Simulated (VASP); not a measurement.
# Al23ZnO36 (a cell with a defect) in VASP: single point with PBEsol

Aim: the single point of Al23ZnO36 (a cell with a defect) with PBEsol.

Everything below comes from runs of VASP 6.6.1. Logs are shortened: lines on timing, memory, paths and dates and some standing lists are left out, and cuts for length are marked.

## (1) The cell of the first run

The cell holds a defect, 120 atoms: a = 9.548 Å, b = 9.548 Å, c = 13.014 Å, α = 90.00°, β = 90.00°, γ = 120.00°.

## (2) Single point, PBEsol

INCAR reads:

```
PREC = Accurate ; ENCUT = 520
EDIFF = 1E-6 ; ISMEAR = -1
SIGMA = 0.05 ; LREAL = Auto
LASPH = T ; NELM = 120
ALGO = Normal ; ISIF = 2
LWAVE = F ; LCHARG = T
GGA = PS ; LELF = T
LVHAR = T ; NBANDS = 363
ISYM = -1 ; GGA_COMPAT = F
```

KPOINTS reads:

```
explicit points
1
Reciprocal
  0.25000000   0.25000000   0.25000000 1
```

POSCAR reads:

```
Al23ZnO36
1.0
    9.5478620000      0.0000000000      0.0000000000
   -4.7739310000      8.2686910000      0.0000000000
    0.0000000000      0.0000000000     13.0135760000
Al O Zn
46 72 2
Direct
    0.3328140000      0.1646620000      0.1843200000
    0.3316310000      0.6654890000      0.1835910000
    0.8326430000      0.1660530000      0.1843040000
    0.8351500000      0.6678450000      0.1835920000
    0.1668740000      0.3330140000      0.0184520000
    0.1665580000      0.8327820000      0.0182600000
[... 112 lines left out ...]
    0.5005730000      0.5030320000      0.3574380000
    0.3307010000      0.1632270000      0.4756680000
```

Potentials or basis: VASP PAW PBE potentials, release 64 (Al, O, Zn).

On the command line:

```bash
> cat potpaw_PBE.64/Al/POTCAR potpaw_PBE.64/O/POTCAR potpaw_PBE.64/Zn/POTCAR > POTCAR
> mpirun -np 1 vasp_std > vasp.out
```

OUTCAR:

```text
PREC = Accurate
   ENCUT = 520
   EDIFF = 1E-6
   ISMEAR = -1
   LREAL = Auto
   LASPH = T
   NELM = 120
   ISIF = 2
   GGA = PS
   ISYM = -1

 ion  position               nearest neighbor table
   1  0.333  0.165  0.184-  59 1.84  47 1.86  57 1.86  51 1.96  87 1.98  63 1.98  39 2.65  22 2.79
                            20 2.80  23 2.80  10 3.22  11 3.24   9 3.24
   2  0.332  0.665  0.184-  60 1.85  58 1.85  48 1.86  64 1.96  52 1.97  88 1.98  40 2.64  21 2.79
                            22 2.80  23 2.81  10 3.22   9 3.23  12 3.26
   3  0.833  0.166  0.184-  55 1.85  61 1.86  49 1.86  65 1.97  53 1.97  89 1.97  41 2.65  20 2.79
                            21 2.80  22 2.80  11 3.22   9 3.23  12 3.23
   4  0.835  0.668  0.184-  50 1.84  56 1.86  62 1.86  90 1.95  66 1.97  54 1.98  42 2.64  20 2.79
                            21 2.80  23 2.81  10 3.22  11 3.24  12 3.24
   5  0.167  0.333  0.018-  52 1.86  63 1.86  89 1.86 103 1.97  79 1.97 115 1.97  43 2.65  40 2.80
                            39 2.80  41 2.80  20 3.22  21 3.22  23 3.24
   6  0.167  0.833  0.018-  51 1.86  64 1.86  90 1.86 116 1.97  80 1.97 104 1.97  44 2.65  42 2.80
                            39 2.80  40 2.80  22 3.22  21 3.23  20 3.23
   7  0.666  0.333  0.018-  87 1.86  54 1.86  65 1.86  81 1.97 117 1.97 105 1.97  45 2.65  39 2.80
                            42 2.80  41 2.80  21 3.22  23 3.23  22 3.23
   8  0.667  0.832  0.018-  66 1.85  53 1.86  88 1.86  82 1.97 106 1.97 118 1.98  46 2.65  42 2.79
                            40 2.80  41 2.80  20 3.23  22 3.23  23 3.24
   9  0.166  0.333  0.314-  59 1.85  48 1.86  55 1.87  71 1.92  99 1.95  75 2.01  13 2.68  18 2.80
[... 5 lines left out ...]
  12  0.667  0.833  0.314-  58 1.86  62 1.86  49 1.87  74 1.94  78 1.97 102 1.97  16 2.67  19 2.78
                            17 2.78 119 2.78   3 3.23   4 3.24   2 3.26
  13  0.165  0.333  0.519-  95 1.86  93 1.86  68 1.87  99 1.91  71 1.95  75 2.01   9 2.68  37 2.80
                            36 2.80 120 2.83  25 3.22  24 3.23  27 3.25
  14  0.167  0.833  0.519-  67 1.85  96 1.86  94 1.87 100 1.94  76 1.97  72 1.98  10 2.67  38 2.78
                            36 2.78 120 2.78  26 3.23  25 3.23  24 3.25
  15  0.667  0.333  0.520-  91 1.85  97 1.85  70 1.86  77 1.92  73 1.99 101 1.99  11 2.69  37 2.79
                            38 2.81 120 2.84  25 3.22  27 3.23  26 3.24
  16  0.668  0.834  0.519-  69 1.86  92 1.86  98 1.86  74 1.92  78 1.98 102 1.99  12 2.67  37 2.79
                            38 2.81  36 2.82  24 3.22  27 3.22  26 3.22
  17  0.998  0.999  0.351-  71 1.83 102 1.86  76 1.86  62 1.96  47 1.97  55 1.99  20 2.65  12 2.78
                             9 2.81  10 2.82 120 3.19  38 3.22  37 3.24
  18  1.000  0.500  0.351-  75 1.85  72 1.85 101 1.85  56 1.97  48 1.97  61 1.97  21 2.66  11 2.79
                            10 2.79   9 2.80  38 3.22  36 3.23  37 3.24
  19  0.502  0.998  0.351- 100 1.84  78 1.86  73 1.86  49 1.95  57 1.97  60 1.99  22 2.65  12 2.78
                            10 2.81  11 2.82  37 3.22  36 3.23
  20  1.000  0.000  0.147-  63 1.86  53 1.86  90 1.86  55 1.96  62 1.97  47 1.99  17 2.65   4 2.79
                             3 2.79   1 2.80   5 3.22   8 3.23   6 3.23
  21  1.000  0.499  0.147-  54 1.86  89 1.86  64 1.86  48 1.97  61 1.97  56 1.98  18 2.66   2 2.79
                             3 2.80   4 2.80   5 3.22   7 3.22   6 3.23
  22  0.499  0.999  0.147-  51 1.86  88 1.86  65 1.86  60 1.96  49 1.98  57 1.98  19 2.65   1 2.79
                             3 2.80   2 2.80   6 3.22   8 3.23   7 3.23
  23  0.500  0.499  0.149-  87 1.87  52 1.88  66 1.88  50 1.94  59 1.95  58 1.96 119 2.71   1 2.80
                             4 2.81   2 2.81   7 3.23   5 3.24   8 3.24
  24  0.999  0.001  0.649-  67 1.85  98 1.85  93 1.86 109 1.96 111 1.97  84 1.98  28 2.64  34 2.79
                            35 2.80  32 2.81  16 3.22  13 3.23  14 3.25
  25  1.000  0.500  0.649-  68 1.85  97 1.86  94 1.86 110 1.97 112 1.97  83 1.97  29 2.65  33 2.79
                            34 2.80  35 2.80  15 3.22  13 3.22  14 3.23
  26  0.500  0.998  0.649-  91 1.84  69 1.86  96 1.86  86 1.95 107 1.97 113 1.98  30 2.64  33 2.79
                            34 2.80  32 2.80  16 3.22  14 3.23  15 3.24
  27  0.501  0.502  0.649-  95 1.84  92 1.86  70 1.86 114 1.96  85 1.98 108 1.98  31 2.65  35 2.79
                            33 2.80  32 2.80  16 3.22  15 3.23  13 3.25
  28  0.001  0.000  0.853-  79 1.86 116 1.86 106 1.86 111 1.97  84 1.97 109 1.98  24 2.64  43 2.80
[... 5 lines left out ...]
  31  0.500  0.499  0.852- 117 1.86 103 1.86  82 1.86  85 1.96 108 1.97 114 1.98  27 2.65  45 2.79
                            43 2.80  46 2.80  40 3.22  39 3.22  42 3.22
  32  0.334  0.167  0.684-  85 1.87 107 1.88 111 1.88  91 1.95  67 1.96  95 1.96 120 2.71  27 2.80
                            26 2.80  24 2.81  45 3.23  43 3.24  44 3.24
  33  0.332  0.666  0.686- 108 1.86 112 1.86  86 1.86  68 1.96  96 1.97  92 1.99  36 2.65  26 2.79
                            25 2.79  27 2.80  43 3.22  44 3.22  46 3.24
  34  0.834  0.167  0.686- 113 1.86  83 1.86 109 1.86  93 1.97  97 1.97  69 1.98  37 2.65  24 2.79
                            25 2.80  26 2.80  43 3.22  45 3.22  46 3.23
  35  0.834  0.667  0.686-  84 1.86 114 1.86 110 1.86  98 1.96  94 1.98  70 1.98  38 2.65  27 2.79
                            24 2.80  25 2.80  46 3.22  44 3.23  45 3.23
  36  0.332  0.667  0.482-  99 1.83  72 1.86  78 1.86  96 1.96  92 1.97  68 1.99  33 2.65  14 2.78
                            13 2.80  16 2.82 119 3.19  19 3.23  18 3.23
  37  0.833  0.166  0.482-  75 1.84 102 1.85  73 1.86  69 1.97  97 1.97  93 1.97  34 2.65  15 2.79
                            16 2.79  13 2.80  19 3.22  17 3.24  18 3.24
  38  0.837  0.668  0.482-  74 1.83  76 1.86 101 1.86  94 1.95  70 1.98  98 1.99  35 2.65  14 2.78
                            16 2.81  15 2.81  17 3.22  18 3.22
  39  0.333  0.167  0.981-  81 1.86 103 1.86 116 1.86  87 1.96  63 1.97  51 1.98   1 2.65   7 2.80
                             5 2.80   6 2.80  28 3.22  30 3.22  31 3.22
  40  0.333  0.666  0.980- 115 1.86  82 1.86 104 1.86  52 1.97  88 1.97  64 1.98   2 2.64   5 2.80
                             8 2.80   6 2.80  31 3.22  29 3.22  30 3.22
  41  0.833  0.166  0.981-  79 1.86 118 1.86 105 1.86  89 1.97  53 1.97  65 1.98   3 2.65   7 2.80
                             5 2.80   8 2.80  28 3.22  30 3.22  29 3.23
  42  0.833  0.666  0.980- 117 1.86 106 1.86  80 1.86  66 1.96  54 1.97  90 1.98   4 2.64   8 2.79
                             7 2.80   6 2.80  31 3.22  29 3.22  28 3.22
  43  0.167  0.333  0.814- 111 1.86  83 1.86 108 1.86 103 1.97 115 1.97  79 1.97   5 2.65  28 2.80
                            31 2.80  29 2.80  33 3.22  34 3.22  32 3.24
  44  0.167  0.834  0.815- 107 1.86 112 1.86  84 1.86 116 1.97 104 1.97  80 1.98   6 2.65  30 2.79
                            28 2.80  29 2.80  33 3.22  35 3.23  32 3.24
  45  0.666  0.333  0.814-  85 1.86 113 1.86 110 1.86 117 1.97  81 1.97 105 1.97   7 2.65  31 2.79
                            30 2.80  29 2.80  34 3.22  32 3.23  35 3.23
  46  0.667  0.833  0.815- 114 1.86 109 1.86  86 1.86 118 1.97  82 1.97 106 1.97   8 2.65  30 2.80
                            31 2.80  28 2.80  35 3.22  34 3.23  33 3.24
[... 88 lines left out ...]
    -4.773931000  8.268691000  0.000000000     0.000000000  0.120938127  0.000000000
     0.000000000  0.000000000 13.013576000     0.000000000  0.000000000  0.076842829

  length of vectors
     9.547862000  9.547861962 13.013576000     0.120938126  0.120938127  0.076842829

  position of ions in fractional coordinates (direct lattice)
     0.332814000  0.164662000  0.184320000
     0.331631000  0.665489000  0.183591000
     0.832643000  0.166053000  0.184304000
     0.835150000  0.667845000  0.183592000
     0.166874000  0.333014000  0.018452000
     0.166558000  0.832782000  0.018260000
[... 112 lines left out ...]
     0.500573000  0.503032000  0.357438000
     0.330701000  0.163227000  0.475668000

  ion indices of the primitive-cell ions
   primitive index   ion index
                 1           1
                 2           2
                 3           3
                 4           4
                 5           5
                 6           6
[... 99 lines left out ...]
               106         106
               107         107
   k-points           NKPTS =      1   k-points in BZ     NKDIM =      1   number of bands    NBANDS=    363
   number of dos      NEDOS =    301   number of ions     NIONS =    120
   total plane-waves  NPLWV = 508032
   dimension x,y,z NGX =    72 NGY =   72 NGZ =   98
   dimension x,y,z NGXF=   144 NGYF=  144 NGZF=  196
   ions per type =              46  72   2
   NGX,Y,Z   is equivalent  to a cutoff of  12.54, 12.54, 12.52 a.u.
   NGXF,Y,Z  is equivalent  to a cutoff of  25.07, 25.07, 25.04 a.u.
 SYSTEM =  unknown system
   PREC   = accura    normal or accurate (medium, high low for compatibility)
   ISTART =      0    job   : 0-new  1-cont  2-samecut
   ICHARG =      2    charge: 1-file 2-atom 10-const
   ISPIN  =      1    spin polarized calculation?
   LNONCOLLINEAR =      F non collinear calculations
   LSORBIT =      F    spin-orbit coupling
   LASPH  =      T    aspherical Exc in radial PAW
   ENCUT  =  520.0 eV  38.22 Ry    6.18 a.u.  17.75 17.75 24.20*2*pi/ulx,y,z
   NELM   =    120;   NELMIN=  2; NELMDL= -5     # of ELM steps
   EDIFF  = 0.1E-05   stopping-criterion for ELM
   LREAL  =      T    real-space projection
   EDIFFG = 0.1E-04   stopping-criterion for IOM
   NSW    =      0    number of steps for IOM
   IBRION =     -1    ionic relax: 0-MD 1-quasi-New 2-CG
   NFREE  =      0    steps in history (QN), initial steepest desc. (CG)
   ISIF   =      2    stress and relaxation
   ISYM   =     -1    0-nonsym 1-usesym 2-fastsym
   POTIM  = 0.5000    time-step for ionic-motion
   TEBEG  =    0.0;   TEEND  =   0.0 temperature during run
   PSTRESS=    0.0 pullay stress
   NELECT =     594.0000    total number of electrons
   NUPDOWN=      -1.0000    fix difference up-down
   EMIN   =  10.00;   EMAX   =-10.00  energy-range for DOS
   EFERMI =   0.00;   METHOD = LEGACY
   ISMEAR =    -1;   SIGMA  =   0.05  broadening in eV -4-tet -1-fermi 0-gaus
   EFERMI_NEDOS =   21; number of points for ismear=-14 and -15
   IALGO  =     38    algorithm
   IMIX   =      4    mixing-type and parameters
     AMIX     =   0.40;   BMIX     =  1.00
     AMIX_MAG =   1.60;   BMIX_MAG =  1.00
  volume/ion in A,a.u.               =       8.56        57.78
  Fermi-wavevector in a.u.,A,eV,Ry     =   1.363820  2.577247 25.306913  1.860006
  Thomas-Fermi vector in A             =   2.490190
   LORBIT       =      0    0 simple, 1 ext, 2 COOP (PROOUT), +10 PAW based schemes
   GGA     = PS    functional components
   LHFCALC =     F    Hartree Fock is set to
   AEXX    =    0.0000 exact exchange contribution
   IVDW    =     0    specifies the selected vdW correction
   LEPSILON=     F    determine dielectric tensor
   LRPA    =     F    only Hartree local field effects (RPA)
 non-spin polarized calculation
  energy-cutoff  :      520.00
  volume of cell :     1027.40
 maximum number of plane-waves:     27659
 NGX is ok and might be reduce to    70
   NGX = 35   NGY = 35   NGZ = 49

 number of electron     593.9999914 magnetization

 Free energy of the ion-electron system (eV)
  ---------------------------------------------------
  ext. energy  EPLUGINS =         0.00000000
  ---------------------------------------------------
  free energy    TOTEN  =      -926.72676065 eV

  energy without entropy =     -926.55035613  energy(sigma->0) =     -926.63855839

 E-fermi :   6.1396     XC(G=0): -11.9457

 val. band max:        6.1084539073   @ k =   0.2500   0.2500   0.2500
 cond. band min:       6.1462765492   @ k =   0.2500   0.2500   0.2500
 fundamental gap:      0.0378226419
 Fermi energy:         6.1396089758

 k-point     1 :       0.2500    0.2500    0.2500
  band No.  band energies     occupation
      1     -13.1373      2.00000
      2     -12.9079      2.00000
      3     -12.8827      2.00000
      4     -12.8357      2.00000
      5     -12.6732      2.00000
      6     -12.6117      2.00000
[... 301 lines left out ...]
    308      15.0073      0.00000
    309      15.0326      0.00000
 [bands above 309 left out]

------------------------ aborting loop because EDIFF is reached ----------------------------------------

  FORCE on cell =-STRESS in cart. coord.  units (eV):
  Direction    XX          YY          ZZ          XY          YZ          ZX
  --------------------------------------------------------------------------------------
  -------------------------------------------------------------------------------------
  Total       14.9129834     13.2666166     12.8987382      0.3338711      0.7669710     -0.1875055
  in kB       23.2560294     20.6886051     20.1149177      0.5206548      1.1960517     -0.2924051
  external PRESSURE =      21.3531841 kB  Pullay stress =       0.0000000 kB

 VOLUME and BASIS-vectors are now :
 -----------------------------------------------------------------------------
  energy-cutoff  :      520.00
  volume of cell :     1027.40
      direct lattice vectors                 reciprocal lattice vectors
     9.547862000  0.000000000  0.000000000     0.104735489  0.060469063  0.000000000
    -4.773931000  8.268691000  0.000000000     0.000000000  0.120938127  0.000000000
     0.000000000  0.000000000 13.013576000     0.000000000  0.000000000  0.076842829

 POSITION                                       TOTAL-FORCE (eV/Angst)
 -----------------------------------------------------------------------------------
      2.39158      1.36154      2.39866         0.035558     -0.025050     -0.010323
     -0.01063      5.50272      2.38918         0.024188     -0.000644      0.005423
      7.15723      1.37304      2.39845        -0.013759     -0.007443     -0.004353
      4.78565      5.52220      2.38919         0.000082      0.033504     -0.011276
      0.00350      2.75359      0.24013        -0.007108      0.010105     -0.011243
     -2.38537      6.88602      0.23763         0.000504     -0.000625      0.001531
[... 112 lines left out ...]
      2.37796      4.15942      4.65155        -0.028802     -0.001546     -0.006504
      2.37825      1.34967      6.19014        -0.029879      0.014645     -0.015347
 -----------------------------------------------------------------------------------
    total drift:                                0.009094     -0.002633      0.018144

  FREE ENERGIE OF THE ION-ELECTRON SYSTEM (eV)
  ---------------------------------------------------
  free  energy   TOTEN  =      -926.7267606496 eV

  energy  without entropy=     -926.5503561324  energy(sigma->0) =     -926.63855839
```

Wall time 18 min (1 thread of Intel Xeon Platinum 8488C (Sapphire Rapids), shared host); peak memory 1.1 GiB.

What came out:

| Item | Value |
| --- | --- |
| Free energy | -926.7268 eV |
| Pressure | 2.1 GPa |
| Largest force | 0.173 eV/Å |

Forces in eV/Å, atoms in the order of the input:
```
Al   0.036 -0.025 -0.010
Al   0.024 -0.001  0.005
Al  -0.014 -0.007 -0.004
Al   0.000  0.034 -0.011
Al  -0.007  0.010 -0.011
Al   0.001 -0.001  0.002
Al  -0.002 -0.011 -0.006
Al   0.000 -0.004  0.004
Al  -0.028  0.035 -0.004
Al   0.015  0.007 -0.008
Al  -0.029 -0.020  0.042
Al  -0.012 -0.021 -0.018
Al  -0.020 -0.004  0.014
Al   0.000  0.017  0.015
Al  -0.009  0.009 -0.051
Al  -0.003  0.004 -0.007
Al  -0.012 -0.026 -0.017
Al   0.012 -0.011 -0.003
Al  -0.009  0.013 -0.004
Al  -0.007 -0.014  0.000
Al   0.010 -0.004  0.010
Al   0.005  0.002  0.007
Al  -0.013  0.031 -0.010
Al   0.020  0.006  0.004
Al  -0.006 -0.003  0.005
Al   0.006 -0.020  0.008
Al   0.006  0.003 -0.001
Al  -0.004  0.001  0.003
Al   0.002  0.000  0.001
Al  -0.001 -0.005  0.010
Al   0.004  0.004  0.009
Al  -0.017 -0.008  0.007
Al   0.008  0.006 -0.003
Al   0.010 -0.001 -0.004
Al   0.002  0.003  0.004
Al   0.005  0.015  0.002
Al  -0.007  0.001 -0.017
Al  -0.002 -0.015  0.000
Al   0.008  0.002 -0.004
Al   0.004 -0.002  0.007
Al   0.004 -0.005  0.010
Al  -0.008  0.007  0.003
Al  -0.002 -0.008  0.013
Al  -0.003  0.003  0.006
Al  -0.006  0.006  0.016
Al   0.003 -0.003  0.010
O   -0.015  0.002  0.004
O   -0.010 -0.007 -0.001
O   -0.001  0.006  0.002
O    0.007 -0.013 -0.030
O   -0.009  0.009  0.002
O    0.001 -0.005  0.003
O    0.002  0.006  0.007
O   -0.002  0.000  0.009
O    0.028  0.000  0.018
O   -0.005 -0.005 -0.001
O   -0.005 -0.006 -0.008
O   -0.018  0.031 -0.054
O   -0.013 -0.008 -0.013
O   -0.012  0.007  0.006
O   -0.003  0.012  0.004
O    0.004  0.006  0.006
O    0.004  0.005  0.018
O   -0.001 -0.001  0.002
O    0.002  0.005  0.003
O    0.011 -0.007  0.002
O   -0.014 -0.038  0.041
O    0.014  0.006 -0.009
O   -0.002  0.008  0.003
O    0.011  0.001  0.004
O   -0.039  0.001 -0.010
O    0.000 -0.003  0.000
O    0.016  0.001  0.016
O    0.019  0.067  0.026
O    0.008 -0.001  0.002
O   -0.002 -0.002 -0.005
O    0.172 -0.015  0.012
O    0.013 -0.007  0.011
O    0.006  0.004 -0.002
O    0.003  0.004 -0.003
O    0.002  0.003 -0.009
O    0.000  0.002 -0.005
O   -0.005  0.006 -0.006
O   -0.009 -0.004  0.004
O   -0.002  0.002 -0.006
O   -0.006  0.005 -0.004
O   -0.010  0.000  0.009
O   -0.007  0.001 -0.011
O    0.000 -0.002  0.006
O   -0.003 -0.007  0.003
O    0.011  0.000  0.027
O   -0.010  0.003  0.011
O   -0.009  0.003  0.000
O   -0.002 -0.002 -0.001
O   -0.007  0.006  0.020
O   -0.001  0.001 -0.001
O    0.001 -0.007  0.002
O   -0.004 -0.015 -0.007
O   -0.038 -0.004  0.000
O    0.023 -0.071 -0.031
O   -0.004 -0.002  0.007
O    0.018  0.004  0.012
O   -0.004  0.000 -0.001
O   -0.006  0.002 -0.004
O   -0.005  0.005 -0.006
O   -0.006  0.001 -0.005
O    0.009  0.006 -0.007
O    0.002  0.000 -0.008
O    0.001  0.000 -0.005
O    0.007  0.001 -0.007
O    0.001 -0.005 -0.001
O   -0.002 -0.003 -0.005
O   -0.010 -0.002 -0.015
O   -0.002 -0.008 -0.007
O    0.000  0.002 -0.006
O    0.001  0.002  0.000
O    0.003 -0.004  0.001
O   -0.004  0.004 -0.010
Zn  -0.029 -0.002 -0.007
Zn  -0.030  0.015 -0.015
```

Caveat: the PAW data sets were made with another functional, which shifts forces and pressure a little.
